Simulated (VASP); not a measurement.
# Be2Se3 (I4/mmm) in VASP: relaxation of cell and atoms with PBE

Aim: the relaxation of cell and atoms of Be2Se3 with PBE.

Program: VASP 6.6.1. These are calculated values, not measurements. Logs are shortened: lines on timing, memory, paths and dates and some standing lists are left out, and cuts for length are marked.

## Step 1: The cell of the first run

Symmetry: I4/mmm, No. 139, tetragonal system. Conventional cell: a = 4.229 Å, b = 4.229 Å, c = 12.997 Å, α = 90.00°, β = 90.00°, γ = 90.00°. Be (site symmetry 4mm) has 5 Se at 2.07 to 2.42 Å within 2.7 Å. Within 3.2 Å of Se (site symmetry -4m2) lie 4 Be at 2.42 Å and 4 Se at 2.99 Å. Se (site symmetry 4/mmm) has 2 Be at 2.07 Å within 2.7 Å.

The cell was generated, and may not be a known phase.

## Step 2: Relaxation of cell and atoms, PBE

INCAR reads:

```
PREC = Accurate
ENCUT = 600
EDIFF = 1E-7
ISMEAR = 0
SIGMA = 0.1
LREAL = False
LASPH = True
NELM = 120
ALGO = Normal
ISIF = 3
LWAVE = False
LCHARG = False
GGA = PE
IBRION = 2
NSW = 100
EDIFFG = -0.01
GGA_COMPAT = False
NELMIN = 4
```

KPOINTS reads:

```
regular mesh
0
Gamma
  12 12 12
```

POSCAR reads:

```
Be2Se3
1.0
   -2.1144022757      2.1144022757      6.4985857708
    2.1144022757     -2.1144022757      6.4985857708
    2.1144022757      2.1144022757     -6.4985857708
Be Se
2 3
Direct
    0.1594449327      0.1594449327      0.0000000000
    0.8405550673      0.8405550673      0.0000000000
    0.7500000000      0.2500000000      0.5000000000
    0.2500000000      0.7500000000      0.5000000000
    0.0000000000      0.0000000000      0.0000000000
```

Potentials or basis: VASP PAW PBE potentials, release 64 (Be, Se).

The run is started by

```sh
$ cat potpaw_PBE.64/Be/POTCAR potpaw_PBE.64/Se/POTCAR > POTCAR
$ mpirun -np 1 vasp_std > vasp.out
```

OUTCAR:

```text
PREC = Accurate
   ENCUT = 600
   EDIFF = 1E-7
   ISMEAR = 0
   LREAL = False
   LASPH = True
   NELM = 120
   ISIF = 3
   GGA = PE
   IBRION = 2
   NSW = 100
   EDIFFG = -0.01
   NELMIN = 4

 ion  position               nearest neighbor table
   1  0.159  0.159  0.000-   5 2.07   4 2.42   3 2.42   3 2.42   4 2.42
   2  0.841  0.841  0.000-   5 2.07   4 2.42   3 2.42   3 2.42   4 2.42
   3  0.750  0.250  0.500-   2 2.42   1 2.42   2 2.42   1 2.42
   4  0.250  0.750  0.500-   2 2.42   1 2.42   2 2.42   1 2.42
   5  0.000  0.000  0.000-   1 2.07   2 2.07

  LATTYP: Found a body centered tetragonal cell.
 ALAT       =     4.2288045514
 C/A-ratio  =     3.0734859896

  Lattice vectors:

 A1 = (  -2.1144022757,   2.1144022757,   6.4985857708)
 A2 = (   2.1144022757,  -2.1144022757,   6.4985857708)
 A3 = (   2.1144022757,   2.1144022757,  -6.4985857708)

Analysis of symmetry for initial positions (statically):
=====================================================================
 Subroutine PRICEL returns:
 Original cell was already a primitive cell.

 Routine SETGRP: Setting up the symmetry group for a
 body centered tetragonal supercell.

 Subroutine GETGRP returns: Found 16 space group operations
 (whereof 16 operations were pure point group operations)
 out of a pool of 16 trial point group operations.

The static configuration has the point symmetry D_4h.

Analysis of symmetry for dynamics (positions and initial velocities):
=====================================================================
 Subroutine PRICEL returns:
 Original cell was already a primitive cell.

 Routine SETGRP: Setting up the symmetry group for a
 body centered tetragonal supercell.

 Subroutine GETGRP returns: Found 16 space group operations
 (whereof 16 operations were pure point group operations)
 out of a pool of 16 trial point group operations.

The dynamic configuration has the point symmetry D_4h.

 Subroutine INISYM returns: Found 16 space group operations
 (whereof 16 operations are pure point group operations),
 and found     1 'primitive' translations

----------------------------------------------------------------------------------------

                                     Primitive cell

  volume of cell :     116.2128

  direct lattice vectors                    reciprocal lattice vectors
    -2.114402276  2.114402276  6.498585771     0.000000000  0.236473450  0.076939817
     2.114402276 -2.114402276  6.498585771     0.236473450  0.000000000  0.076939817
     2.114402276  2.114402276 -6.498585771     0.236473450  0.236473450  0.000000000

  length of vectors
     7.153531365  7.153531365  7.153531365     0.248675346  0.248675346  0.334423960

  position of ions in fractional coordinates (direct lattice)
     0.159444933  0.159444933  0.000000000
     0.840555067  0.840555067  0.000000000
     0.750000000  0.250000000  0.500000000
     0.250000000  0.750000000  0.500000000
     0.000000000  0.000000000  0.000000000

  ion indices of the primitive-cell ions
   primitive index   ion index
                 1           1
                 2           2
                 3           3
                 4           4
                 5           5

----------------------------------------------------------------------------------------

 KPOINTS: regular mesh

Automatic generation of k-mesh.
 Grid dimensions read from file:
 generate k-points for:   12   12   12

 Generating k-lattice:

  Cartesian coordinates                     Fractional coordinates (reciprocal lattice)
     0.000000000  0.019706121  0.006411651     0.083333333 -0.000000000  0.000000000
     0.019706121  0.000000000  0.006411651    -0.000000000  0.083333333  0.000000000
     0.019706121  0.019706121  0.000000000     0.000000000  0.000000000  0.083333333

  Length of vectors
     0.020722946  0.020722946  0.027868663

  Shift w.r.t. Gamma in fractional coordinates (k-lattice)
     0.000000000  0.000000000  0.000000000

 Subroutine IBZKPT returns following result:
 ===========================================

 Found    163 irreducible k-points:

 Following reciprocal coordinates:
            Coordinates               Weight
  0.000000  0.000000  0.000000      1.000000
  0.083333  0.000000  0.000000      8.000000
  0.166667  0.000000  0.000000      8.000000
  0.250000  0.000000  0.000000      8.000000
  0.333333  0.000000  0.000000      8.000000
  0.416667  0.000000  0.000000      8.000000
[... 16 lines left out ...]
  0.500000  0.166667  0.000000     16.000000
 -0.416667  0.166667 -0.000000     16.000000
 [... further k-points ...]
   k-points           NKPTS =    163   k-points in BZ     NKDIM =    163   number of bands    NBANDS=     15
   number of dos      NEDOS =    301   number of ions     NIONS =      5
   total plane-waves  NPLWV = 216000
   dimension x,y,z NGX =    60 NGY =   60 NGZ =   60
   dimension x,y,z NGXF=   120 NGYF=  120 NGZF=  120
   ions per type =               2   3
   NGX,Y,Z   is equivalent  to a cutoff of  13.94, 13.94, 13.94 a.u.
   NGXF,Y,Z  is equivalent  to a cutoff of  27.89, 27.89, 27.89 a.u.
 SYSTEM =  unknown system
   PREC   = accura    normal or accurate (medium, high low for compatibility)
   ISTART =      0    job   : 0-new  1-cont  2-samecut
   ICHARG =      2    charge: 1-file 2-atom 10-const
   ISPIN  =      1    spin polarized calculation?
   LNONCOLLINEAR =      F non collinear calculations
   LSORBIT =      F    spin-orbit coupling
   LASPH  =      T    aspherical Exc in radial PAW
   ENCUT  =  600.0 eV  44.10 Ry    6.64 a.u.  14.29 14.29 14.29*2*pi/ulx,y,z
   NELM   =    120;   NELMIN=  4; NELMDL= -5     # of ELM steps
   EDIFF  = 0.1E-06   stopping-criterion for ELM
   LREAL  =      F    real-space projection
   EDIFFG = -.1E-01   stopping-criterion for IOM
   NSW    =    100    number of steps for IOM
   IBRION =      2    ionic relax: 0-MD 1-quasi-New 2-CG
   NFREE  =      1    steps in history (QN), initial steepest desc. (CG)
   ISIF   =      3    stress and relaxation
   ISYM   =      2    0-nonsym 1-usesym 2-fastsym
   POTIM  = 0.5000    time-step for ionic-motion
   TEBEG  =    0.0;   TEEND  =   0.0 temperature during run
   PSTRESS=    0.0 pullay stress
   NELECT =      22.0000    total number of electrons
   NUPDOWN=      -1.0000    fix difference up-down
   EMIN   =  10.00;   EMAX   =-10.00  energy-range for DOS
   EFERMI =   0.00;   METHOD = LEGACY
   ISMEAR =     0;   SIGMA  =   0.10  broadening in eV -4-tet -1-fermi 0-gaus
   EFERMI_NEDOS =   21; number of points for ismear=-14 and -15
   IALGO  =     38    algorithm
   IMIX   =      4    mixing-type and parameters
     AMIX     =   0.40;   BMIX     =  1.00
     AMIX_MAG =   1.60;   BMIX_MAG =  1.00
  volume/ion in A,a.u.               =      23.24       156.85
  Fermi-wavevector in a.u.,A,eV,Ry     =   0.940007  1.776355 12.022284  0.883613
  Thomas-Fermi vector in A             =   2.067376
   LORBIT       =      0    0 simple, 1 ext, 2 COOP (PROOUT), +10 PAW based schemes
   GGA     = PE    functional components
   LHFCALC =     F    Hartree Fock is set to
   AEXX    =    0.0000 exact exchange contribution
   IVDW    =     0    specifies the selected vdW correction
   LEPSILON=     F    determine dielectric tensor
   LRPA    =     F    only Hartree local field effects (RPA)
 conjugate gradient relaxation of ions
 non-spin polarized calculation
 Gauss-broadening in eV      SIGMA  =   0.10
  energy-cutoff  :      600.00
  volume of cell :      116.21
 maximum number of plane-waves:      3915
 NGX is ok and might be reduce to    60
   NGX = 29   NGY = 29   NGZ = 29

--------------------------------------- Ionic step        1  -------------------------------------------

 number of electron      22.0000000 magnetization

 Free energy of the ion-electron system (eV)
  ---------------------------------------------------
  ext. energy  EPLUGINS =         0.00000000
  ---------------------------------------------------
  free energy    TOTEN  =       -18.43059699 eV

  energy without entropy =      -18.40753526  energy(sigma->0) =      -18.41906613

------------------------ aborting loop because EDIFF is reached ----------------------------------------

  FORCE on cell =-STRESS in cart. coord.  units (eV):
  Direction    XX          YY          ZZ          XY          YZ          ZX
  --------------------------------------------------------------------------------------
  -------------------------------------------------------------------------------------
  Total        0.2198035      0.2198035     -0.0696618      0.0000000      0.0000000     -0.0000000
  in kB        3.0303388      3.0303388     -0.9603975      0.0000000      0.0000000     -0.0000000
  external PRESSURE =       1.7000933 kB  Pullay stress =       0.0000000 kB
[... 141 lines left out ...]
  energy  without entropy=      -18.4077247225  energy(sigma->0) =      -18.41957335

--------------------------------------- Ionic step        5  -------------------------------------------

 number of electron      22.0000000 magnetization

 Free energy of the ion-electron system (eV)
  ---------------------------------------------------
  ext. energy  EPLUGINS =         0.00000000
  ---------------------------------------------------
  free energy    TOTEN  =       -18.43154033 eV

  energy without entropy =      -18.40760600  energy(sigma->0) =      -18.41957316

 E-fermi :   1.5831     XC(G=0):  -8.2068

 val. band max:        1.5823050567   @ k =   0.0833   0.0833   0.0000
 cond. band min:       1.5832835993   @ k =  -0.2500   0.4167   0.2500
 fundamental gap:      0.0009785426
 Fermi energy:         1.5831097017

 k-point     1 :       0.0000    0.0000    0.0000
  band No.  band energies     occupation
      1     -13.1915      2.00000
      2     -10.1965      2.00000
      3      -9.6372      2.00000
      4      -4.0206      2.00000
      5      -3.4608      2.00000
      6      -3.4608      2.00000
      7      -0.3416      2.00000
      8       0.7073      2.00000
      9       0.7073      2.00000
     10       0.9503      2.00000
     11       2.1534      0.00000
     12       2.1534      0.00000
     13       2.6173      0.00000
     14       5.2881      0.00000
     15       6.4495      0.00000
[... 397 lines left out ...]
 k-point    24 :      -0.4167    0.1667   -0.0000
  band No.  band energies     occupation
      1     -12.0624      2.00000
      2     -11.2708      2.00000
      3     -10.1072      2.00000
      4      -4.0828      2.00000
      5      -3.0722      2.00000
      6      -2.6694      2.00000
      7      -1.3848      2.00000
      8      -0.8406      2.00000
      9      -0.1381      2.00000
     10       0.6122      2.00000
     11       1.2319      2.00000
     12       1.5618      1.23715
     13       5.7498      0.00000
     14       6.4974      0.00000
     15       6.6667      0.00000

 [... further k-points ...]

------------------------ aborting loop because EDIFF is reached ----------------------------------------

  FORCE on cell =-STRESS in cart. coord.  units (eV):
  Direction    XX          YY          ZZ          XY          YZ          ZX
  --------------------------------------------------------------------------------------
  -------------------------------------------------------------------------------------
  Total       -0.0052378     -0.0052378      0.0206750      0.0000000      0.0000000      0.0000000
  in kB       -0.0719101     -0.0719101      0.2838509      0.0000000      0.0000000      0.0000000
  external PRESSURE =       0.0466769 kB  Pullay stress =       0.0000000 kB
[... 20 lines left out ...]
  FREE ENERGIE OF THE ION-ELECTRON SYSTEM (eV)
  ---------------------------------------------------
  free  energy   TOTEN  =       -18.4315403285 eV

  energy  without entropy=      -18.4076059968  energy(sigma->0) =      -18.41957316

 reached required accuracy - stopping structural energy minimisation
```

Run time: 67 min. Hardware: 1 thread of Intel Xeon 8259CL, shared host; peak memory 0.76 GiB.

Results:

| Quantity | Value |
| --- | --- |
| Free energy | -18.4315 eV |
| Relaxed volume | 23.34 Å³/atom |
| Relaxed cell | a = 7.142 Å, b = 7.142 Å, c = 7.142 Å, α = 145.44°, β = 145.44°, γ = 49.69° |
| Space group after relaxing (to 0.1 Å) | I4/mmm (No. 139) |
| Energy gained by relaxing | 0.2 meV/atom |
| Ionic steps | 5 |
| Pressure after relaxing | 0.0 GPa |
| Largest force after relaxing | 0.009 eV/Å |
| Band gap on the k mesh | zero (bands 11 and 12 overlap by 2.11 eV) |

Forces in eV/Å, atoms in the order of the input:
```
Be   0.000  0.000  0.009
Be   0.000  0.000 -0.009
Se   0.000  0.000  0.000
Se   0.000  0.000  0.000
Se   0.000  0.000  0.000
```

The path:
```csv
step,energy change (eV),largest force (eV/Å),pressure (GPa),volume (Å³)
1,0.0000,0.0144,0.17,116.21
2,-0.0006,0.0311,0.01,116.63
3,-0.0007,0.0376,-0.05,116.79
4,-0.0008,0.0267,-0.03,116.76
5,-0.0009,0.0090,0.00,116.70
```

Final structure:
```xyz
5
Lattice="-2.1217 2.1217 6.4810 2.1217 -2.1217 6.4810 2.1217 2.1217 -6.4810" Properties=species:S:1:pos:R:3 pbc="T T T"
Be    0.0000    0.0000    2.0732
Be    0.0000    0.0000   10.8887
Se    0.0000    2.1217    3.2405
Se    2.1217    0.0000    3.2405
Se    0.0000    0.0000    0.0000
```
